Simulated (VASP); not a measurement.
A run of VASP 6.6.1 is set up as follows.

INCAR

```
PREC     = Accurate       # precision mode
ENCUT    = 520            # plane-wave cutoff, eV
EDIFF    = 1E-6           # SCF threshold, eV
ISMEAR   = -1             # smearing method
SIGMA    = 0.02           # smearing width, eV
LREAL    = F              # projectors in reciprocal space
LASPH    = T              # aspherical terms in the spheres
NELM     = 80             # most SCF steps
ALGO     = Normal         # electronic algorithm
ISIF     = 2              # what is computed and relaxed
LWAVE    = F              # write WAVECAR
LCHARG   = F              # write CHGCAR
NBANDS   = 19             # bands
```

File KPOINTS:

```
regular mesh
0
Gamma
  6 6 4
```

File POSCAR:

```
TiTe2
1.0
    3.7903815437      0.0000000000      0.0000000000
   -1.8951907719      3.2825667069      0.0000000000
    0.0000000000      0.0000000000      6.5558879831
Ti Te
1 2
Direct
    0.0000000000      0.0000000000      0.0000000000
    0.6666666667      0.3333333333      0.2577957668
    0.3333333333      0.6666666667      0.7422042332
```

Potentials or basis: VASP PAW LDA potentials, release 64 (Ti_sv, Te).

Launch:

```console
$ cat potpaw_LDA.64/Ti_sv/POTCAR potpaw_LDA.64/Te/POTCAR > POTCAR
$ mpirun -np 1 vasp_std > vasp.out
```

(1) Estimate the largest force.

(2) What does it give for the pressure?

(3) Predict the band gap on the k mesh.

## Answers

(1) 0.197 eV/Å.

(2) -4.1 GPa.

(3) zero (band 12 reaches 6.80 eV, above the bottom of band 13 at 6.18 eV).

Caveat: spin-orbit coupling is left out, which moves the levels of the heavy elements.
